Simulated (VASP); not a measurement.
# SrCl2 (I4/mmm) in VASP: a series of runs

Runs on SrCl2. Level: PBE. Tasks: single point.

All numbers are computed with VASP 6.6.1; they aren't measurements. Logs are shortened: lines on timing, memory, paths and dates and some standing lists are left out, and cuts for length are marked.

### Step 1. The cell of the first run

Symmetry: I4/mmm, No. 139, tetragonal system. Conventional cell: a = 4.950 Å, b = 4.950 Å, c = 7.114 Å, α = 90.00°, β = 90.00°, γ = 90.00°. Sr (site symmetry 4/mmm) has 8 Cl at 3.05 Å within 4.0 Å. Within 4.0 Å of Cl (site symmetry -4m2) lie 4 Sr at 3.05 Å and 6 Cl at 3.50 to 3.56 Å.

### Step 2. Single point, PBE (29.06 Å³/atom)

INCAR

```
PREC = Accurate
ENCUT = 520
EDIFF = 1E-7
ISMEAR = 0
SIGMA = 0.05
LREAL = F
LASPH = T
NELM = 100
ALGO = Normal
ISIF = 2
LWAVE = F
LCHARG = F
GGA = PE
NBANDS = 19
```

KPOINTS

```
regular mesh
0
Gamma
  6 6 6
```

POSCAR

```
SrCl2
1.0
    0.0000000000      3.5004251669      3.5571320547
    3.5004251669      0.0000000000      3.5571320547
    3.5004251669      3.5004251669      0.0000000000
Sr Cl
1 2
Direct
    0.0000000000      0.0000000000      0.0000000000
    0.2500000000      0.2500000000      0.2500000000
    0.7500000000      0.7500000000      0.7500000000
```

Potentials or basis: VASP PAW PBE potentials, release 64 (Sr_sv, Cl).

The run is started by

```
> cat potpaw_PBE.64/Sr_sv/POTCAR potpaw_PBE.64/Cl/POTCAR > POTCAR
> mpirun -np 1 vasp_std > vasp.out
```

OUTCAR:

```text
PREC = Accurate
   ENCUT = 520
   EDIFF = 1E-7
   ISMEAR = 0
   LREAL = F
   LASPH = T
   NELM = 100
   ISIF = 2
   GGA = PE

 ion  position               nearest neighbor table
   1  0.000  0.000  0.000-   3 3.05   3 3.05   3 3.05   2 3.05   3 3.05   2 3.05   2 3.05   2 3.05

   2  0.250  0.250  0.250-   1 3.05   1 3.05   1 3.05   1 3.05
   3  0.750  0.750  0.750-   1 3.05   1 3.05   1 3.05   1 3.05

  LATTYP: Found a body centered tetragonal cell.
 ALAT       =     4.9503487451
 C/A-ratio  =     1.4371238221

  Lattice vectors:

 A1 = (  -3.5004251669,   0.0000000000,   3.5571320547)
 A2 = (   3.5004251669,   0.0000000000,   3.5571320547)
 A3 = (   0.0000000000,   3.5004251669,  -3.5571320547)

Analysis of symmetry for initial positions (statically):
=====================================================================
 Subroutine PRICEL returns:
 Original cell was already a primitive cell.

 Routine SETGRP: Setting up the symmetry group for a
 body centered tetragonal supercell.

 Subroutine GETGRP returns: Found 16 space group operations
 (whereof 16 operations were pure point group operations)
 out of a pool of 16 trial point group operations.

The static configuration has the point symmetry D_4h.

Analysis of symmetry for dynamics (positions and initial velocities):
=====================================================================
 Subroutine PRICEL returns:
 Original cell was already a primitive cell.

 Routine SETGRP: Setting up the symmetry group for a
 body centered tetragonal supercell.

 Subroutine GETGRP returns: Found 16 space group operations
 (whereof 16 operations were pure point group operations)
 out of a pool of 16 trial point group operations.

The dynamic configuration has the point symmetry D_4h.

 Subroutine INISYM returns: Found 16 space group operations
 (whereof 16 operations are pure point group operations),
 and found     1 'primitive' translations

----------------------------------------------------------------------------------------

                                     Primitive cell

  volume of cell :      87.1709

  direct lattice vectors                    reciprocal lattice vectors
     0.000000000  3.500425167  3.557132055    -0.142839791  0.142839791  0.140562676
     3.500425167  0.000000000  3.557132055     0.142839791 -0.142839791  0.140562676
     3.500425167  3.500425167  0.000000000     0.142839791  0.142839791 -0.140562676

  length of vectors
     4.990607659  4.990607659  4.950348745     0.246098106  0.246098106  0.246098106

  position of ions in fractional coordinates (direct lattice)
     0.000000000  0.000000000  0.000000000
     0.250000000  0.250000000  0.250000000
     0.750000000  0.750000000  0.750000000

  ion indices of the primitive-cell ions
   primitive index   ion index
                 1           1
                 2           2
                 3           3

----------------------------------------------------------------------------------------

 KPOINTS: regular mesh

Automatic generation of k-mesh.
 Grid dimensions read from file:
 generate k-points for:    6    6    6

 Generating k-lattice:

  Cartesian coordinates                     Fractional coordinates (reciprocal lattice)
    -0.023806632  0.023806632  0.023427113     0.166666667  0.000000000  0.000000000
     0.023806632 -0.023806632  0.023427113     0.000000000  0.166666667  0.000000000
     0.023806632  0.023806632 -0.023427113    -0.000000000 -0.000000000  0.166666667

  Length of vectors
     0.041016351  0.041016351  0.041016351

  Shift w.r.t. Gamma in fractional coordinates (k-lattice)
     0.000000000  0.000000000  0.000000000

 Subroutine IBZKPT returns following result:
 ===========================================

 Found     30 irreducible k-points:

 Following reciprocal coordinates:
            Coordinates               Weight
  0.000000  0.000000  0.000000      1.000000
  0.166667  0.000000  0.000000      8.000000
  0.333333  0.000000  0.000000      8.000000
  0.500000  0.000000  0.000000      4.000000
  0.166667  0.166667  0.000000      2.000000
  0.333333  0.166667  0.000000      8.000000
[... 16 lines left out ...]
  0.333333  0.000000  0.333333      4.000000
  0.500000  0.000000  0.333333     16.000000
 [... further k-points ...]
   k-points           NKPTS =     30   k-points in BZ     NKDIM =     30   number of bands    NBANDS=     19
   number of dos      NEDOS =    301   number of ions     NIONS =      3
   total plane-waves  NPLWV =  64000
   dimension x,y,z NGX =    40 NGY =   40 NGZ =   40
   dimension x,y,z NGXF=    80 NGYF=   80 NGZF=   80
   ions per type =               1   2
   NGX,Y,Z   is equivalent  to a cutoff of  13.32, 13.32, 13.43 a.u.
   NGXF,Y,Z  is equivalent  to a cutoff of  26.65, 26.65, 26.87 a.u.
 SYSTEM =  unknown system
   PREC   = accura    normal or accurate (medium, high low for compatibility)
   ISTART =      0    job   : 0-new  1-cont  2-samecut
   ICHARG =      2    charge: 1-file 2-atom 10-const
   ISPIN  =      1    spin polarized calculation?
   LNONCOLLINEAR =      F non collinear calculations
   LSORBIT =      F    spin-orbit coupling
   LASPH  =      T    aspherical Exc in radial PAW
   ENCUT  =  520.0 eV  38.22 Ry    6.18 a.u.   9.28  9.28  9.20*2*pi/ulx,y,z
   NELM   =    100;   NELMIN=  2; NELMDL= -5     # of ELM steps
   EDIFF  = 0.1E-06   stopping-criterion for ELM
   LREAL  =      F    real-space projection
   EDIFFG = 0.1E-05   stopping-criterion for IOM
   NSW    =      0    number of steps for IOM
   IBRION =     -1    ionic relax: 0-MD 1-quasi-New 2-CG
   NFREE  =      0    steps in history (QN), initial steepest desc. (CG)
   ISIF   =      2    stress and relaxation
   ISYM   =      2    0-nonsym 1-usesym 2-fastsym
   POTIM  = 0.5000    time-step for ionic-motion
   TEBEG  =    0.0;   TEEND  =   0.0 temperature during run
   PSTRESS=    0.0 pullay stress
   NELECT =      24.0000    total number of electrons
   NUPDOWN=      -1.0000    fix difference up-down
   EMIN   =  10.00;   EMAX   =-10.00  energy-range for DOS
   EFERMI =   0.00;   METHOD = LEGACY
   ISMEAR =     0;   SIGMA  =   0.05  broadening in eV -4-tet -1-fermi 0-gaus
   EFERMI_NEDOS =   21; number of points for ismear=-14 and -15
   IALGO  =     38    algorithm
   IMIX   =      4    mixing-type and parameters
     AMIX     =   0.40;   BMIX     =  1.00
     AMIX_MAG =   1.60;   BMIX_MAG =  1.00
  volume/ion in A,a.u.               =      29.06       196.09
  Fermi-wavevector in a.u.,A,eV,Ry     =   1.065013  2.012582 15.432431  1.134252
  Thomas-Fermi vector in A             =   2.200550
   LORBIT       =      0    0 simple, 1 ext, 2 COOP (PROOUT), +10 PAW based schemes
   GGA     = PE    functional components
   LHFCALC =     F    Hartree Fock is set to
   AEXX    =    0.0000 exact exchange contribution
   IVDW    =     0    specifies the selected vdW correction
   LEPSILON=     F    determine dielectric tensor
   LRPA    =     F    only Hartree local field effects (RPA)
 non-spin polarized calculation
 Gauss-broadening in eV      SIGMA  =   0.05
  energy-cutoff  :      520.00
  volume of cell :       87.17
 maximum number of plane-waves:      2361
 NGX is ok and might be reduce to    40
   NGX = 19   NGY = 19   NGZ = 19

 number of electron      24.0000000 magnetization

 Free energy of the ion-electron system (eV)
  ---------------------------------------------------
  ext. energy  EPLUGINS =         0.00000000
  ---------------------------------------------------
  free energy    TOTEN  =       -12.78902589 eV

  energy without entropy =      -12.78902589  energy(sigma->0) =      -12.78902589

 E-fermi :   0.2452     XC(G=0):  -8.1697

 val. band max:        0.0151529223   @ k =   0.5000   0.0000   0.5000
 cond. band min:       5.2112549169   @ k =   0.0000   0.0000   0.0000
 fundamental gap:      5.1961019946
 Fermi energy:         0.2451728380

 k-point     1 :       0.0000    0.0000    0.0000
  band No.  band energies     occupation
      1     -32.9941      2.00000
      2     -14.9760      2.00000
      3     -14.9760      2.00000
      4     -14.9711      2.00000
      5     -13.2422      2.00000
      6     -12.4437      2.00000
[... 11 lines left out ...]
     18       8.9937      0.00000
     19       9.1358      0.00000

 k-point     2 :       0.1667    0.0000    0.0000
  band No.  band energies     occupation
      1     -32.9934      2.00000
      2     -15.0458      2.00000
      3     -14.9788      2.00000
      4     -14.9758      2.00000
      5     -13.1113      2.00000
      6     -12.4972      2.00000
[... 11 lines left out ...]
     18       8.6387      0.00000
     19       9.6533      0.00000

 k-point     3 :       0.3333    0.0000    0.0000
  band No.  band energies     occupation
      1     -32.9921      2.00000
      2     -15.1637      2.00000
      3     -14.9845      2.00000
      4     -14.9822      2.00000
      5     -12.9086      2.00000
      6     -12.5620      2.00000
[... 11 lines left out ...]
     18       8.4599      0.00000
     19       8.9640      0.00000

 k-point     4 :       0.5000    0.0000    0.0000
  band No.  band energies     occupation
      1     -32.9914      2.00000
      2     -15.2137      2.00000
      3     -14.9873      2.00000
      4     -14.9853      2.00000
      5     -12.8657      2.00000
      6     -12.5409      2.00000
[... 11 lines left out ...]
     18       8.4857      0.00000
     19       8.5782      0.00000

 k-point     5 :       0.1667    0.1667    0.0000
  band No.  band energies     occupation
      1     -32.9932      2.00000
      2     -15.0612      2.00000
      3     -14.9829      2.00000
      4     -14.9829      2.00000
      5     -13.0664      2.00000
      6     -12.5121      2.00000
[... 11 lines left out ...]
     18       8.6792      0.00000
     19       8.7518      0.00000

 k-point     6 :       0.3333    0.1667    0.0000
  band No.  band energies     occupation
      1     -32.9921      2.00000
      2     -15.1477      2.00000
      3     -15.0010      2.00000
      4     -14.9891      2.00000
      5     -12.8746      2.00000
      6     -12.5830      2.00000
[... 11 lines left out ...]
     18       8.3210      0.00000
     19       9.3074      0.00000

 k-point     7 :       0.5000    0.1667    0.0000
  band No.  band energies     occupation
      1     -32.9912      2.00000
      2     -15.1927      2.00000
      3     -15.0325      2.00000
      4     -14.9914      2.00000
      5     -12.7917      2.00000
      6     -12.5759      2.00000
[... 11 lines left out ...]
     18       8.6192      0.00000
     19       9.0735      0.00000

 k-point     8 :      -0.3333    0.1667    0.0000
  band No.  band energies     occupation
      1     -32.9914      2.00000
      2     -15.1727      2.00000
      3     -15.0368      2.00000
      4     -14.9874      2.00000
      5     -12.7979      2.00000
      6     -12.5958      2.00000
[... 256 lines left out ...]
 k-point    20 :      -0.3333    0.3333    0.1667
  band No.  band energies     occupation
      1     -32.9908      2.00000
      2     -15.1606      2.00000
      3     -15.1038      2.00000
      4     -14.9987      2.00000
      5     -12.6955      2.00000
      6     -12.6135      2.00000
[... 11 lines left out ...]
     18       8.9675      0.00000
     19       9.7620      0.00000

 k-point    21 :      -0.1667    0.3333    0.1667
  band No.  band energies     occupation
      1     -32.9912      2.00000
      2     -15.1771      2.00000
      3     -15.0478      2.00000
      4     -14.9952      2.00000
      5     -12.7119      2.00000
      6     -12.6524      2.00000
[... 11 lines left out ...]
     18       8.5651      0.00000
     19       9.6426      0.00000

 k-point    22 :      -0.3333    0.5000    0.1667
  band No.  band energies     occupation
      1     -32.9906      2.00000
      2     -15.2058      2.00000
      3     -15.0732      2.00000
      4     -15.0044      2.00000
      5     -12.6648      2.00000
      6     -12.6144      2.00000
[... 11 lines left out ...]
     18       9.3384      0.00000
     19       9.8261      0.00000

 k-point    23 :       0.3333    0.0000    0.3333
  band No.  band energies     occupation
      1     -32.9914      2.00000
      2     -15.2050      2.00000
      3     -14.9988      2.00000
      4     -14.9919      2.00000
      5     -12.7254      2.00000
      6     -12.6672      2.00000
[... 11 lines left out ...]
     18       7.9427      0.00000
     19       9.4399      0.00000

 k-point    24 :       0.5000    0.0000    0.3333
  band No.  band energies     occupation
      1     -32.9907      2.00000
      2     -15.2230      2.00000
      3     -15.0351      2.00000
      4     -14.9982      2.00000
      5     -12.7055      2.00000
      6     -12.6118      2.00000
[... 11 lines left out ...]
     18       8.7995      0.00000
     19       9.6243      0.00000

 [... further k-points ...]
[... 5 lines left out ...]
  --------------------------------------------------------------------------------------
  -------------------------------------------------------------------------------------
  Total        0.2066628      0.2066628     -0.2238945      0.0000000      0.0000000     -0.0000000
  in kB        3.7984062      3.7984062     -4.1151198      0.0000000      0.0000000     -0.0000000
  external PRESSURE =       1.1605642 kB  Pullay stress =       0.0000000 kB

 VOLUME and BASIS-vectors are now :
 -----------------------------------------------------------------------------
  energy-cutoff  :      520.00
  volume of cell :       87.17
      direct lattice vectors                 reciprocal lattice vectors
     0.000000000  3.500425167  3.557132055    -0.142839791  0.142839791  0.140562676
     3.500425167  0.000000000  3.557132055     0.142839791 -0.142839791  0.140562676
     3.500425167  3.500425167  0.000000000     0.142839791  0.142839791 -0.140562676

 POSITION                                       TOTAL-FORCE (eV/Angst)
 -----------------------------------------------------------------------------------
      0.00000      0.00000      0.00000        -0.000000      0.000000     -0.000000
      1.75021      1.75021      1.77857         0.000000      0.000000      0.000000
      5.25064      5.25064      5.33570        -0.000000     -0.000000      0.000000
 -----------------------------------------------------------------------------------
    total drift:                               -0.000000     -0.000000      0.000000

  FREE ENERGIE OF THE ION-ELECTRON SYSTEM (eV)
  ---------------------------------------------------
  free  energy   TOTEN  =       -12.7890258914 eV

  energy  without entropy=      -12.7890258914  energy(sigma->0) =      -12.78902589
```

Run time: 33 s. Hardware: 1 thread of Intel Xeon Platinum 8488C (Sapphire Rapids), shared host; peak memory 0.25 GiB.

Results:

| Property | Result |
| --- | --- |
| Free energy | -12.7890 eV |
| Pressure | 0.1 GPa |
| Band gap on the k mesh | 5.20 eV (least direct gap 5.48 eV) |

A k mesh can miss the band edges. A hybrid or GW would open this gap; PBE tends to underestimate it.

### Step 3. Single point, PBE (29.06 Å³/atom)

INCAR

```
PREC = Accurate
ENCUT = 520
EDIFF = 1E-7
ISMEAR = 0
SIGMA = 0.05
LREAL = False
LASPH = True
NELM = 100
ALGO = Normal
ISIF = 2
LWAVE = False
LCHARG = False
GGA = PE
NBANDS = 19
```

KPOINTS is that of step 2.

POSCAR

```
SrCl2
1.0
    0.0000000000      3.5380783867      3.4818229403
    3.5380783867      0.0000000000      3.4818229403
    3.5380783867      3.5380783867      0.0000000000
Sr Cl
1 2
Direct
    0.0000000000      0.0000000000      0.0000000000
    0.2500000000      0.2500000000      0.2500000000
    0.7500000000      0.7500000000      0.7500000000
```

Potentials or basis: VASP PAW PBE potentials, release 64 (Sr_sv, Cl).

The run is started by

```
> cat potpaw_PBE.64/Sr_sv/POTCAR potpaw_PBE.64/Cl/POTCAR > POTCAR
> mpirun -np 1 vasp_std > vasp.out
```

Wall time 36 s (1 thread of Intel Xeon Platinum 8488C (Sapphire Rapids), shared host); peak memory 0.25 GiB.

The run converged. Its results:

```yaml
Free_energy: -12.7890 eV
Pressure: 0.1 GPa
Band_gap_on_the_k_mesh: 5.17 eV (least direct gap 5.45 eV)
```

Stress tensor (GPa, compression positive):
```
-0.15  0.00  0.00
 0.00 -0.15  0.00
 0.00  0.00  0.65
```

Levels at points of the mesh, in eV from the valence-band top:
```
           k point  band 10  band 11  band 12  band 13  band 14  band 15
(0.00, 0.00, 0.00)    -0.43    -0.43    -0.31     5.17     5.99     6.10
(0.50, 0.00, 0.00)    -1.34    -1.08    -1.07     6.61     6.63     7.34
(0.50, 0.50, 0.00)    -0.47    -0.47     0.00     5.45     6.98     7.47
(0.50, 0.00, 0.50)    -0.50    -0.37    -0.09     5.45     6.86     7.47
```

A k mesh can miss the band edges. As with any semilocal functional, this PBE gap is likely too small.

### Step 4. Single point, PBE (29.06 Å³/atom)

INCAR

```
SYSTEM = SrCl2
PREC     = Accurate       ! precision mode
ENCUT    = 520            ! plane-wave cutoff, eV
EDIFF    = 1E-6           ! SCF threshold, eV
ISMEAR   = 0              ! smearing method
SIGMA    = 0.05           ! smearing width, eV
LREAL    = .FALSE.        ! projectors in reciprocal space
LASPH    = .TRUE.         ! aspherical terms in the spheres
NELM     = 60             ! most SCF steps
ALGO     = Normal         ! electronic algorithm
ISIF     = 2              ! what is computed and relaxed
LWAVE    = .FALSE.        ! write WAVECAR
LCHARG   = .TRUE.         ! write CHGCAR
GGA      = PE             ! functional
LELF     = .TRUE.         ! ELF
LVHAR    = .TRUE.       
NBANDS   = 19             ! bands
```

KPOINTS

```
Automatic mesh
0
G
  6 6 6
  0 0 0
```

POSCAR

```
SrCl2
1.0
    0.0000000000      3.4632244338      3.6339613984
    3.4632244338      0.0000000000      3.6339613984
    3.4632244338      3.4632244338      0.0000000000
Sr Cl
1 2
Direct
    0.0000000000      0.0000000000      0.0000000000
    0.2500000000      0.2500000000      0.2500000000
    0.7500000000      0.7500000000      0.7500000000
```

The run is started by

```
> cat potpaw_PBE.64/Sr_sv/POTCAR potpaw_PBE.64/Cl/POTCAR > POTCAR
> mpirun -np 1 vasp_std > vasp.out
```

It took 32 s on 1 thread of Intel Xeon Platinum 8488C (Sapphire Rapids), shared host; peak memory 0.24 GiB.

It converged, with:

```
Free energy            : -12.7707 eV
Pressure               : 0.1 GPa
Band gap on the k mesh : 5.06 eV (least direct gap 5.37 eV)
```

Stress tensor (GPa, compression positive):
```
 0.92  0.00  0.00
 0.00  0.92  0.00
 0.00  0.00 -1.45
```

Levels at points of the mesh, in eV from the valence-band top:
| k point | band 9 | band 10 | band 11 | band 12 | band 13 | band 14 | band 15 | band 16 |
| --- | --- | --- | --- | --- | --- | --- | --- | --- |
| (0.00, 0.00, 0.00) | -2.05 | -0.66 | -0.31 | -0.31 | 5.06 | 5.91 | 6.15 | 8.76 |
| (0.50, 0.00, 0.00) | -1.53 | -1.38 | -1.13 | -1.10 | 6.54 | 6.61 | 7.28 | 7.70 |
| (0.50, 0.50, 0.00) | -1.92 | -0.40 | -0.40 | -0.27 | 5.40 | 6.63 | 7.43 | 7.64 |
| (0.50, 0.00, 0.50) | -1.84 | -0.71 | -0.32 | 0.00 | 5.39 | 6.97 | 7.43 | 7.84 |

A k mesh can miss the band edges.

### Step 5. Overview

| cell | gap on the mesh (eV) | pressure (GPa) |
| --- | --- | --- |
| a = 4.991, b = 4.991, c = 4.950 Å, angles 60.3, 60.3, 59.5°, 3 atoms | 5.20 | 0.1 |
| a = 4.964, b = 4.964, c = 5.004 Å, angles 59.7, 59.7, 60.5°, 3 atoms | 5.17 | 0.1 |
| a = 5.020, b = 5.020, c = 4.898 Å, angles 60.8, 60.8, 58.4°, 3 atoms | 5.06 | 0.1 |

Alike in all rows: task single point; level PBE; potentials or basis VASP PAW PBE potentials, release 64 (Sr_sv, Cl); no spin polarisation; k mesh 6 × 6 × 6; cutoff (eV) 520; smearing gaussian 0.05 eV.

Total energies depend on the potentials used, so only differences within one code and one set of settings carry meaning.
